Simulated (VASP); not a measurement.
Input of a VASP 6.6.1 run:

Contents of INCAR:

```
ALGO = Normal ; DIPOL = 0.5 0.5 0.343
EDIFF = 1E-7 ; EDIFFG = -0.025
ENCUT = 450 ; GGA = PE
GGA_COMPAT = False ; IBRION = 2
IDIPOL = 3 ; ISIF = 2
ISMEAR = 0 ; KPAR = 4
LASPH = True ; LCHARG = False
LDIPOL = True ; LREAL = False
LWAVE = False ; NELM = 120
NELMDL = -8 ; NELMIN = 4
NSW = 36 ; PREC = Accurate
SIGMA = 0.1
```

File KPOINTS:

```
k-points
0
Gamma
  6 6 1
```

POSCAR

```
Ru16Cl
1.0
    5.4395954924      0.0000000000      0.0000000000
   -2.7197977462      4.7108278828      0.0000000000
    0.0000000000      0.0000000000     21.8663388894
Ru Cl
16 1
Selective dynamics
Direct
    0.3333333333      0.1666666667      0.1829295713  F F F
    0.3333333333      0.6666666667      0.1829295713  F F F
    0.8333333333      0.1666666667      0.1829295713  F F F
    0.8333333333      0.6666666667      0.1829295713  F F F
    0.1666666667      0.3333333333      0.2811778374  F F F
    0.1666666667      0.8333333333      0.2811778374  F F F
    0.6666666667      0.3333333333      0.2811778374  F F F
    0.6666666667      0.8333333333      0.2811778374  F F F
    0.3333333333      0.1666666667      0.3790816287  F F F
    0.3333333333      0.6666666667      0.3790816287  F F F
    0.8333333333      0.1666666667      0.3790816287  F F F
    0.8333333333      0.6666666667      0.3790816287  F F F
    0.1666666667      0.3333333333      0.4740774824  F F F
    0.1666666667      0.8333333333      0.4740774824  F F F
    0.6666666667      0.3333333333      0.4740774824  F F F
    0.6666666667      0.8333333333      0.4740774824  F F F
    0.5000000000      0.5000000000      0.5537472274  F F T
```

Potentials or basis: VASP PAW PBE potentials, release 64 (Ru_pv, Cl).

The run is started by

```console
$ cat potpaw_PBE.64/Ru_pv/POTCAR potpaw_PBE.64/Cl/POTCAR > POTCAR
$ mpirun -np 4 vasp_std > vasp.out
```

Predict the band gap on the k mesh.

zero (an odd number of electrons rules out a gap without spin polarisation).

Estimate the energy gained by relaxing.

9.8 meV/atom.

The path:
```
step  energy change (eV)  largest force on free atoms (eV/Å)  pressure (GPa)
   1              0.0000                              1.8850           -1.82
   2             -0.1236                              0.8751           -2.19
   3             -0.1662                              0.0352           -2.53
   4             -0.1663                              0.0046           -2.52
```

Caveat: an odd number of electrons without spin polarisation forces a metal; a magnetic or distorted state may lie lower.
